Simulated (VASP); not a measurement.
Au:

```
CELL_PARAMETERS angstrom
2.86788 0.00000 0.00000
-1.43394 2.48365 0.00000
0.00000 0.00000 10.56221
ATOMIC_POSITIONS crystal
Au 0.33333 0.66667 0.38147
Au 0.66667 0.33333 0.88147
Au 0.66667 0.33333 0.61853
Au 0.33333 0.66667 0.11853
```

```yaml
Program: VASP 6.6.1
Task: relaxation of cell and atoms
Functional: PBE
Potentials_or_basis: VASP PAW PBE potentials, release 64 (Au)
Cutoff: 600 eV
k_mesh: 18 × 18 × 6
Occupations: gaussian, width 0.1 eV
Spin: no spin polarisation
```

At the start: pressure -0.8 GPa; volume 18.81 Å³/atom.

**Question.** Where does the relaxation end?

**Answer.** Over 9 steps the energy falls by 2.0 meV/atom and the volume is 18.74 Å³/atom (-0.4 %); space group P6_3/mmc (No. 194, to 0.05 Å).

The path:
| step | energy change (eV) | largest force (eV/Å) | pressure (GPa) | volume (Å³) |
| --- | --- | --- | --- | --- |
| 1 | 0.0000 | 0.0356 | -0.75 | 75.23 |
| 2 | -0.0052 | 0.0495 | 1.20 | 74.27 |
| 3 | -0.0065 | 0.0247 | 0.56 | 74.56 |
| 4 | -0.0078 | 0.0281 | -0.19 | 75.06 |
| 5 | -0.0079 | 0.0279 | 0.00 | 74.96 |
| 6 | -0.0079 | 0.0281 | -0.06 | 74.98 |
| 7 | -0.0079 | 0.0282 | -0.05 | 74.97 |
| 8 | -0.0080 | 0.0143 | -0.03 | 74.96 |
| 9 | -0.0080 | 0.0012 | 0.00 | 74.94 |

Final structure:
```xyz
4
Lattice="2.8478 0.0000 0.0000 -1.4239 2.4663 0.0000 0.0000 0.0000 10.6705" Properties=species:S:1:pos:R:3 pbc="T T T"
Au    0.0000    1.6442    4.0683
Au    1.4239    0.8221    9.4035
Au    1.4239    0.8221    6.6022
Au    0.0000    1.6442    1.2670
```
